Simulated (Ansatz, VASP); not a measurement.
## SiCl5: VASP beside Ansatz

```
Si Cl
1.0
     6.35358    0.00000    0.00000
    -3.17679    5.50237    0.00000
     0.00000    0.00000    4.74818
Si Cl
1 5
Direct
  0.33333 0.66667 0.00000
  0.80469 0.19531 0.50000
  0.80469 0.60939 0.50000
  0.39061 0.19531 0.50000
  0.00000 0.00000 0.00000
  0.33333 0.66667 0.50000
```

Alike in both runs: functional PBE; k mesh 3 × 3 × 4; occupations gaussian, width 0.1 eV; no spin polarisation.

Ansatz relaxed the structure, and its values are those at the end. VASP's run is a single point on that final structure, the one shown.

|  | VASP | Ansatz |
| --- | --- | --- |
| version | VASP 6.6.1 | Ansatz 0.2.0 |
| potentials or method | VASP PAW PBE potentials, release 64 (Si, Cl), cutoff 520 eV | scalar-relativistic, plane waves, PAW |
| valence electrons in the cell | 39 | 39 |

Ansatz gave:

| Item | Value |
| --- | --- |
| gap on the k mesh at the Fermi level (eV) | none |
| pressure (GPa) | 0.2 |
| rms of the force components (eV/Å) | 0.011 |

**Question.** What did VASP give for the same quantities?

**Answer.** gap on the k mesh at the Fermi level (eV): none; pressure (GPa): 0.1; rms of the force components (eV/Å): 0.017.

A gap of «none» marks a metal or a gap that the smearing closes.

The k mesh is coarse, so the values compare programs but aren't converged.
